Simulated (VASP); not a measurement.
# Ni (Fm-3m) in VASP: notebook

The runs below take Ni through single point, with PBEsol.

All numbers are computed with VASP 6.6.1; they aren't measurements. Logs are shortened: lines on timing, memory, paths and dates and some standing lists are left out, and cuts for length are marked.

## Step 1: The cell of the first run

Symmetry: Fm-3m, No. 225, cubic system. Conventional cell: a = 3.543 Å, b = 3.543 Å, c = 3.543 Å, α = 90.00°, β = 90.00°, γ = 90.00°. Ni (site symmetry m-3m) has 12 Ni at 2.51 Å within 3.3 Å.

## Step 2: Single point, PBEsol, collinear spin, ferromagnetic start

File INCAR:

```
PREC = Accurate
ENCUT = 520
EDIFF = 1E-7
ISMEAR = -1
SIGMA = 0.1
LREAL = False
LASPH = True
NELM = 150
ALGO = Normal
ISIF = 2
LWAVE = False
LCHARG = True
ISPIN = 2
MAGMOM = 0.72
LORBIT = 11
NUPDOWN = 0.72
LMAXMIX = 4
GGA = PS
LELF = True
LVHAR = True
NBANDS = 15
```

File KPOINTS:

```
Automatic mesh
0
Gamma
  15 15 15
```

File POSCAR:

```
Ni
1.0
    0.0000000000      1.7716500000      1.7716500000
    1.7716500000      0.0000000000      1.7716500000
    1.7716500000      1.7716500000      0.0000000000
Ni
1
Direct
    0.0000000000      0.0000000000      0.0000000000
```

Potentials or basis: VASP PAW PBE potentials, release 64 (Ni).

The run is started by

```bash
$ cat potpaw_PBE.64/Ni/POTCAR > POTCAR
$ mpirun -np 1 vasp_std > vasp.out
```

OUTCAR:

```text
PREC = Accurate
   ENCUT = 520
   EDIFF = 1E-7
   ISMEAR = -1
   LREAL = False
   LASPH = True
   NELM = 150
   ISIF = 2
   ISPIN = 2
   LORBIT = 11
   NUPDOWN = 0.72
   GGA = PS

 ion  position               nearest neighbor table
   1  0.000  0.000  0.000-

  LATTYP: Found a face centered cubic cell.
 ALAT       =     3.5433000000

  Lattice vectors:

 A1 = (   0.0000000000,   1.7716500000,   1.7716500000)
 A2 = (   1.7716500000,   0.0000000000,   1.7716500000)
 A3 = (   1.7716500000,   1.7716500000,   0.0000000000)

Analysis of symmetry for initial positions (statically):
=====================================================================
 Subroutine PRICEL returns:
 Original cell was already a primitive cell.

 Routine SETGRP: Setting up the symmetry group for a
 face centered cubic supercell.

 Subroutine GETGRP returns: Found 48 space group operations
 (whereof 48 operations were pure point group operations)
 out of a pool of 48 trial point group operations.

The static configuration has the point symmetry O_h .

Analysis of symmetry for dynamics (positions and initial velocities):
=====================================================================
 Subroutine PRICEL returns:
 Original cell was already a primitive cell.

 Routine SETGRP: Setting up the symmetry group for a
 face centered cubic supercell.

 Subroutine GETGRP returns: Found 48 space group operations
 (whereof 48 operations were pure point group operations)
 out of a pool of 48 trial point group operations.

The dynamic configuration has the point symmetry O_h .

Analysis of structural, dynamic, and magnetic symmetry:
=====================================================================
 Subroutine PRICEL returns:
 Original cell was already a primitive cell.

 Routine SETGRP: Setting up the symmetry group for a
 face centered cubic supercell.

 Subroutine GETGRP returns: Found 48 space group operations
 (whereof 48 operations were pure point group operations)
 out of a pool of 48 trial point group operations.

The overall configuration has the point symmetry O_h .

 Subroutine INISYM returns: Found 48 space group operations
 (whereof 48 operations are pure point group operations),
 and found     1 'primitive' translations

----------------------------------------------------------------------------------------

                                     Primitive cell

  volume of cell :      11.1215

  direct lattice vectors                    reciprocal lattice vectors
     0.000000000  1.771650000  1.771650000    -0.282222787  0.282222787  0.282222787
     1.771650000  0.000000000  1.771650000     0.282222787 -0.282222787  0.282222787
     1.771650000  1.771650000  0.000000000     0.282222787  0.282222787 -0.282222787

  length of vectors
     2.505491458  2.505491458  2.505491458     0.488824206  0.488824206  0.488824206

  position of ions in fractional coordinates (direct lattice)
     0.000000000  0.000000000  0.000000000

  ion indices of the primitive-cell ions
   primitive index   ion index
                 1           1

----------------------------------------------------------------------------------------

 KPOINTS: Automatic mesh

Automatic generation of k-mesh.
 Grid dimensions read from file:
 generate k-points for:   15   15   15

 Generating k-lattice:

  Cartesian coordinates                     Fractional coordinates (reciprocal lattice)
    -0.018814852  0.018814852  0.018814852     0.066666667  0.000000000  0.000000000
     0.018814852 -0.018814852  0.018814852     0.000000000  0.066666667  0.000000000
     0.018814852  0.018814852 -0.018814852     0.000000000  0.000000000  0.066666667

  Length of vectors
     0.032588280  0.032588280  0.032588280

  Shift w.r.t. Gamma in fractional coordinates (k-lattice)
     0.000000000  0.000000000  0.000000000

 Subroutine IBZKPT returns following result:
 ===========================================

 Found    120 irreducible k-points:

 Following reciprocal coordinates:
            Coordinates               Weight
  0.000000  0.000000  0.000000      1.000000
  0.066667  0.000000  0.000000      8.000000
  0.133333  0.000000  0.000000      8.000000
  0.200000  0.000000  0.000000      8.000000
  0.266667  0.000000  0.000000      8.000000
  0.333333  0.000000  0.000000      8.000000
[... 16 lines left out ...]
  0.133333  0.133333  0.000000      6.000000
  0.200000  0.133333  0.000000     24.000000
 [... further k-points ...]
   k-points           NKPTS =    120   k-points in BZ     NKDIM =    120   number of bands    NBANDS=     15
   number of dos      NEDOS =    301   number of ions     NIONS =      1
   total plane-waves  NPLWV =   8000
   dimension x,y,z NGX =    20 NGY =   20 NGZ =   20
   dimension x,y,z NGXF=    40 NGYF=   40 NGZF=   40
   ions per type =               1
   NGX,Y,Z   is equivalent  to a cutoff of  13.27, 13.27, 13.27 a.u.
   NGXF,Y,Z  is equivalent  to a cutoff of  26.54, 26.54, 26.54 a.u.
 SYSTEM =  unknown system
   PREC   = accura    normal or accurate (medium, high low for compatibility)
   ISTART =      0    job   : 0-new  1-cont  2-samecut
   ICHARG =      2    charge: 1-file 2-atom 10-const
   ISPIN  =      2    spin polarized calculation?
   LNONCOLLINEAR =      F non collinear calculations
   LSORBIT =      F    spin-orbit coupling
   LASPH  =      T    aspherical Exc in radial PAW
   ENCUT  =  520.0 eV  38.22 Ry    6.18 a.u.   4.66  4.66  4.66*2*pi/ulx,y,z
   NELM   =    150;   NELMIN=  2; NELMDL= -5     # of ELM steps
   EDIFF  = 0.1E-06   stopping-criterion for ELM
   LREAL  =      F    real-space projection
   EDIFFG = 0.1E-05   stopping-criterion for IOM
   NSW    =      0    number of steps for IOM
   IBRION =     -1    ionic relax: 0-MD 1-quasi-New 2-CG
   NFREE  =      0    steps in history (QN), initial steepest desc. (CG)
   ISIF   =      2    stress and relaxation
   ISYM   =      2    0-nonsym 1-usesym 2-fastsym
   POTIM  = 0.5000    time-step for ionic-motion
   TEBEG  =    0.0;   TEEND  =   0.0 temperature during run
   PSTRESS=    0.0 pullay stress
   NELECT =      10.0000    total number of electrons
   NUPDOWN=       0.7200    fix difference up-down
   EMIN   =  10.00;   EMAX   =-10.00  energy-range for DOS
   EFERMI =   0.00;   METHOD = LEGACY
   ISMEAR =    -1;   SIGMA  =   0.10  broadening in eV -4-tet -1-fermi 0-gaus
   EFERMI_NEDOS =   21; number of points for ismear=-14 and -15
   IALGO  =     38    algorithm
   IMIX   =      4    mixing-type and parameters
     AMIX     =   0.40;   BMIX     =  1.00
     AMIX_MAG =   1.60;   BMIX_MAG =  1.00
  volume/ion in A,a.u.               =      11.12        75.05
  Fermi-wavevector in a.u.,A,eV,Ry     =   1.580108  2.985972 33.970248  2.496743
  Thomas-Fermi vector in A             =   2.680386
   LORBIT       =     11    0 simple, 1 ext, 2 COOP (PROOUT), +10 PAW based schemes
   GGA     = PS    functional components
   LHFCALC =     F    Hartree Fock is set to
   AEXX    =    0.0000 exact exchange contribution
   IVDW    =     0    specifies the selected vdW correction
   LEPSILON=     F    determine dielectric tensor
   LRPA    =     F    only Hartree local field effects (RPA)
 spin polarized calculation
  energy-cutoff  :      520.00
  volume of cell :       11.12
 maximum number of plane-waves:       310
   NGX =  9   NGY =  9   NGZ =  9

 number of electron      10.0000009 magnetization       0.7200001

 Free energy of the ion-electron system (eV)
  ---------------------------------------------------
  ext. energy  EPLUGINS =         0.00000000
  ---------------------------------------------------
  free energy    TOTEN  =        -6.12631345 eV

  energy without entropy =       -6.07295515  energy(sigma->0) =       -6.09963430

 E-fermi :   8.8577     XC(G=0): -13.3082

 val. band max:        9.1235543910   @ k =  -0.3333   0.1333   0.0000
 cond. band min:       8.8643271267   @ k =   0.4667   0.1333   0.0667
 fundamental gap:     -0.2592272643
 Fermi energy:         9.1238706599

 spin component 1

 k-point     1 :       0.0000    0.0000    0.0000
  band No.  band energies     occupation
      1      -0.0375      1.00000
      2       6.4489      1.00000
      3       6.4489      1.00000
      4       6.4489      1.00000
      5       7.5673      1.00000
      6       7.5673      1.00000
      7      32.3855      0.00000
      8      36.0425      0.00000
      9      36.0425      0.00000
     10      36.0425      0.00000
     11      38.8854      0.00000
     12      38.8854      0.00000
     13      38.8854      0.00000
     14      41.9809      0.00000
     15      47.9746      0.00000
[... 397 lines left out ...]
 k-point    24 :       0.2000    0.1333    0.0000
  band No.  band energies     occupation
      1       1.4404      1.00000
      2       6.0000      1.00000
      3       6.7920      1.00000
      4       6.8176      1.00000
      5       7.2369      1.00000
      6       7.7360      1.00000
      7      28.2384      0.00000
      8      30.7365      0.00000
      9      31.2937      0.00000
     10      33.5308      0.00000
     11      37.6460      0.00000
     12      42.3084      0.00000
     13      44.0498      0.00000
     14      44.6294      0.00000
     15      49.1762      0.00000

 [... further k-points ...]

 spin component 2

 k-point     1 :       0.0000    0.0000    0.0000
  band No.  band energies     occupation
      1      -0.0255      1.00000
      2       7.2508      1.00000
      3       7.2508      1.00000
      4       7.2508      1.00000
      5       8.2803      0.99690
      6       8.2803      0.99690
      7      32.2849      0.00000
      8      36.0774      0.00000
      9      36.0774      0.00000
     10      36.0774      0.00000
     11      39.0350      0.00000
     12      39.0350      0.00000
     13      39.0350      0.00000
     14      41.9046      0.00000
     15      48.1894      0.00000
[... 397 lines left out ...]
 k-point    24 :       0.2000    0.1333    0.0000
  band No.  band energies     occupation
      1       1.4588      1.00000
      2       6.7590      1.00000
      3       7.5829      1.00000
      4       7.6287      1.00000
      5       7.9404      0.99990
      6       8.4614      0.98135
      7      28.3603      0.00000
      8      30.8654      0.00000
      9      31.3195      0.00000
     10      33.5561      0.00000
     11      37.8875      0.00000
     12      42.3393      0.00000
     13      44.0356      0.00000
     14      44.6287      0.00000
     15      49.3717      0.00000

 [... further k-points ...]
[... 5 lines left out ...]
  --------------------------------------------------------------------------------------
  -------------------------------------------------------------------------------------
  Total       -0.8601025     -0.8601025     -0.8601025     -0.0000000      0.0000000     -0.0000000
  in kB     -123.9073267   -123.9073267   -123.9073267     -0.0000000      0.0000000     -0.0000000
  external PRESSURE =    -123.9073267 kB  Pullay stress =       0.0000000 kB

 VOLUME and BASIS-vectors are now :
 -----------------------------------------------------------------------------
  energy-cutoff  :      520.00
  volume of cell :       11.12
      direct lattice vectors                 reciprocal lattice vectors
     0.000000000  1.771650000  1.771650000    -0.282222787  0.282222787  0.282222787
     1.771650000  0.000000000  1.771650000     0.282222787 -0.282222787  0.282222787
     1.771650000  1.771650000  0.000000000     0.282222787  0.282222787 -0.282222787

 POSITION                                       TOTAL-FORCE (eV/Angst)
 -----------------------------------------------------------------------------------
      0.00000      0.00000      0.00000         0.000000      0.000000      0.000000
 -----------------------------------------------------------------------------------
    total drift:                                0.000000      0.000000      0.000000

  FREE ENERGIE OF THE ION-ELECTRON SYSTEM (eV)
  ---------------------------------------------------
  free  energy   TOTEN  =        -6.1263134495 eV

  energy  without entropy=       -6.0729551535  energy(sigma->0) =       -6.09963430

 total charge

# of ion       s       p       d       tot
------------------------------------------
    1        0.494   0.488   8.291   9.272

 magnetization (x)

# of ion       s       p       d       tot
------------------------------------------
    1       -0.003  -0.018   0.749   0.728
```

Run time: 32 s. Hardware: 1 thread of Intel Xeon Platinum 8375C at 2.90GHz (Ice Lake), shared host; peak memory 0.15 GiB.

Results:

* Free energy: -6.1263 eV
* Pressure: -12.4 GPa
* Net moment: 0.72 μB per cell
* Site moments: Ni +0.73 μB
* Valence electrons inside the program's atomic spheres: Ni 9.27

Caveat: the PAW data sets were made with another functional, which shifts forces and pressure a little; the total moment is fixed, so each spin has its own Fermi level.

## Step 3: Single point, PBEsol, collinear spin, ferromagnetic start

File INCAR:

```
SYSTEM = Ni
PREC     = Accurate       ! precision mode
ENCUT    = 520            ! plane-wave cutoff, eV
EDIFF    = 1E-7           ! SCF threshold, eV
ISMEAR   = -1             ! smearing method
SIGMA    = 0.1            ! smearing width, eV
LREAL    = .False.        ! projectors in reciprocal space
LASPH    = .True.         ! aspherical terms in the spheres
NELM     = 150            ! most SCF steps
ALGO     = Normal         ! electronic algorithm
ISIF     = 2              ! what is computed and relaxed
LWAVE    = .False.        ! write WAVECAR
LCHARG   = .False.        ! write CHGCAR
ISPIN    = 2              ! spin polarisation
MAGMOM   = 1.2            ! initial moments
LORBIT   = 11             ! projections on sites
NUPDOWN  = 1.2            ! fixed moment
LMAXMIX  = 4              ! l up to which the mixer works
GGA      = PS             ! functional
NBANDS   = 15             ! bands
```

File KPOINTS:

```
regular mesh
0
Gamma
  15 15 15
  0 0 0
```

POSCAR is that of step 2.

Potentials or basis: VASP PAW PBE potentials, release 64 (Ni).

The run is started by

```bash
$ cat potpaw_PBE.64/Ni/POTCAR > POTCAR
$ mpirun -np 1 vasp_std > vasp.out
```

Wall time 34 s (1 thread of Intel Xeon Platinum 8375C at 2.90GHz (Ice Lake), shared host); peak memory 0.15 GiB.

The run converged. Its results:

| Item | Value |
| --- | --- |
| Free energy | -5.8946 eV |
| Pressure | -7.0 GPa |
| Net moment | 1.20 μB per cell |
| Site moments | Ni +1.17 μB |
| Valence electrons inside the program's atomic spheres | Ni 9.25 |

Caveat: the PAW data sets were made with another functional, which shifts forces and pressure a little; the total moment is fixed, so each spin has its own Fermi level.

## Step 4: Single point, PBEsol, collinear spin, ferromagnetic start

File INCAR:

```
SYSTEM = Ni
PREC = Accurate
ENCUT = 520
EDIFF = 1E-6
ISMEAR = -1
SIGMA = 0.1
LREAL = .FALSE.
LASPH = .TRUE.
NELM = 150
ALGO = Normal
ISIF = 2
LWAVE = .FALSE.
LCHARG = .FALSE.
ISPIN = 2
MAGMOM = 1.68
LORBIT = 11
NUPDOWN = 1.68
LMAXMIX = 4
GGA = PS
NBANDS = 15
```

File KPOINTS:

```
Automatic mesh
0
G
  15 15 15
  0 0 0
```

POSCAR is that of step 3.

The run is started by

```bash
$ cat potpaw_PBE.64/Ni/POTCAR > POTCAR
$ mpirun -np 1 vasp_std > vasp.out
```

Run time: 30 s. Hardware: 1 thread of Intel Xeon Platinum 8375C at 2.90GHz (Ice Lake), shared host; peak memory 0.15 GiB.

It converged, with:

```yaml
Free_energy: -5.2194 eV
Pressure: 2.3 GPa
Net_moment: 1.68 μB per cell
Site_moments: Ni +1.59 μB
Valence_electrons_inside_the_program's_atomic_spheres: Ni 9.23
```

Caveat: the PAW data sets were made with another functional, which shifts forces and pressure a little; the total moment is fixed, so each spin has its own Fermi level.

(Continued in part 2 of 2.)
